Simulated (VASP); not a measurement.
Wanted: the native input for a VASP 6.6.1 run.

```yaml
Task: single point
Functional: PBEsol
Potentials_or_basis: VASP PAW PBE potentials, release 64 (W_sv, C)
Cutoff: 520 eV
k_mesh: 18 × 18 × 18
Occupations: gaussian, width 0.15 eV
Spin: no spin polarisation
Dipole_correction: no
Further_INCAR_settings: ALGO = Normal; EDIFF = 1e-07; NBANDS = 16
```

The structure of WC lies in POSCAR:

```
WC
1.0
    0.0000000000      2.2009065650      2.2009065650
    2.1926840000      0.0082225650      2.1926840000
    2.1926840000      2.1926840000      0.0082225650
W C
1 1
Direct
    0.0000000000      0.0000000000      0.0000000000
    0.5000000000      0.5000000000      0.5000000000
```

This cell differs from its parent crystal: strain +0.0075 x Voigt [0, 0, 0, 1, 0, 0].

The input as run:

INCAR

```
PREC = Accurate
ENCUT = 520
EDIFF = 1E-7
ISMEAR = 0
SIGMA = 0.15
LREAL = F
LASPH = T
NELM = 100
ALGO = Normal
ISIF = 2
LWAVE = F
LCHARG = F
GGA = PS
NBANDS = 16
```

KPOINTS

```
Automatic mesh
0
Gamma
  18 18 18
```

Potentials or basis: VASP PAW PBE potentials, release 64 (W_sv, C).

The run is started by

```console
$ cat potpaw_PBE.64/W_sv/POTCAR potpaw_PBE.64/C/POTCAR > POTCAR
$ mpirun -np 1 vasp_std > vasp.out
```

Results of the run:

```json
{
 "Pressure": "-9.1 GPa",
 "Band gap on the k mesh": "zero (bands 9 and 10 overlap by 3.15 eV)"
}
```

Caveat: the cell differs from its parent crystal (strain +0.0075 x Voigt [0, 0, 0, 1, 0, 0]); the cell stands under tension; the PAW data sets were made with another functional, which shifts forces and pressure a little; spin-orbit coupling is left out, which moves the levels of the heavy elements.

Wall time 110 s on 1 thread of Intel(R) Xeon(R) Platinum 8488C (Sapphire Rapids), on a shared host, peak memory 0.38 GiB.
